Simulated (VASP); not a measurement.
Write the native input for VASP 6.6.1 that does the following.

```yaml
Task: single point
Functional: LDA
Potentials_or_basis: VASP PAW LDA potentials, release 64 (Ca_sv, O)
Cutoff: 520 eV
k_mesh: 8 × 8 × 8
Occupations: gaussian, width 0.05 eV
Spin: no spin polarisation
Dipole_correction: no
Further_INCAR_settings: ALGO = Normal; EDIFF = 1e-07; NBANDS = 15
```

The structure of CaO lies in POSCAR:

```
CaO
1.0
    0.0000000000      2.3755300000      2.5224700000
    2.3755300000      0.0000000000      2.5224700000
    2.3755300000      2.3755300000      0.0000000000
Ca O
1 1
Direct
    0.0000000000      0.0000000000      0.0000000000
    0.5000000000      0.5000000000      0.5000000000
```

This cell differs from its parent crystal: strain -0.030 along x and y, +0.030 along z.

The input as run:

INCAR

```
SYSTEM = CaO
PREC = Accurate ; ENCUT = 520
EDIFF = 1E-7 ; ISMEAR = 0
SIGMA = 0.05 ; LREAL = .False.
LASPH = .True. ; NELM = 100
ALGO = Normal ; ISIF = 2
LWAVE = .False. ; LCHARG = .False.
NBANDS = 15
```

KPOINTS

```
regular mesh
0
Gamma
  8 8 8
  0 0 0
```

Potentials or basis: VASP PAW LDA potentials, release 64 (Ca_sv, O).

Run with:

```sh
$ cat potpaw_LDA.64/Ca_sv/POTCAR potpaw_LDA.64/O/POTCAR > POTCAR
$ mpirun -np 1 vasp_std > vasp.out
```

It gave:

```json
{
 "Pressure": "-7.8 GPa",
 "Band gap on the k mesh": "3.39 eV, indirect (least direct gap 3.81 eV)"
}
```

Caveat: the cell differs from its parent crystal (strain -0.030 along x and y, +0.030 along z).

It took 15 s on 1 thread of Intel(R) Xeon(R) Platinum 8559C (Emerald Rapids), with other jobs on the host, peak memory 0.16 GiB.
